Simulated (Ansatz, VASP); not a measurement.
# Yb in VASP and in Ansatz

INCAR

```
SYSTEM = Yb
PREC = Accurate ; ENCUT = 600
EDIFF = 1E-6 ; ISMEAR = -1
SIGMA = 0.1 ; LREAL = .False.
LASPH = .True. ; NELM = 80
ALGO = Normal ; ISIF = 3
LWAVE = .False. ; LCHARG = .False.
GGA = PE ; IBRION = 2
NSW = 80 ; EDIFFG = -0.01
```

KPOINTS

```
regular mesh
0
Gamma
  7 7 7
  0 0 0
```

Contents of POSCAR:

```
Yb
1.0
    0.0000000000      3.8197026988      3.8197026988
    3.8197026988      0.0000000000      3.8197026988
    3.8197026988      3.8197026988      0.0000000000
Yb
2
Direct
    0.1250000000      0.1250000000      0.1250000000
    0.8750000000      0.8750000000      0.8750000000
```

Input for Ansatz:

```yaml
crystal:
  lattice:
    - [0.0, 3.8197026988, 3.8197026988]
    - [3.8197026988, 0.0, 3.8197026988]
    - [3.8197026988, 3.8197026988, 0.0]
  atoms:
    - { symbol: Yb, position: [0.125, 0.125, 0.125] }
    - { symbol: Yb, position: [0.875, 0.875, 0.875] }
hamiltonian:
  xc: pbe
  pseudopotentials:
    kind: paw
    azcp:
      Yb: "pseudopotentials/Yb.paw.azcp"
basis:
  ecutwfc: 420
  fft_grid_basis: typed
kpoints:
  mp_grid: { grid: [7, 7, 7], shift: [0, 0, 0] }
magnetization:
  spin_polarized: false
scf:
  occupations: { method: fermi_dirac, width: 0.1 }
relax:
  max_steps: 60
  f_tol: 0.01
  cell: {}
```

Alike in both runs: task relaxation of cell and atoms; functional PBE; k mesh 7 × 7 × 7; occupations fermi-dirac, width 0.1 eV; no spin polarisation.

|  | VASP | Ansatz |
| --- | --- | --- |
| version | VASP 6.6.1 | Ansatz 0.2.0 |
| potentials or method | VASP PAW PBE potentials, release 64 (Yb), cutoff 600 eV | plane waves (420 eV) with PAW, scalar-relativistic |
| valence electrons in the cell | 48 | 48 |

|  | VASP | Ansatz | Ansatz less VASP |
| --- | --- | --- | --- |
| relaxed volume (Å³/atom) | 76.16 | 80.72 | +4.555 |
| relaxed cell length with the largest relative difference (Å) | 5.995 | 6.112 | +0.1172 |

One of these differences is far larger than is usual between the two programs; its cause wasn't traced.

Neither program's run includes spin-orbit coupling. Noted on VASP's run: the volume moved by over 15 % at a fixed basis, so the end points are rough.
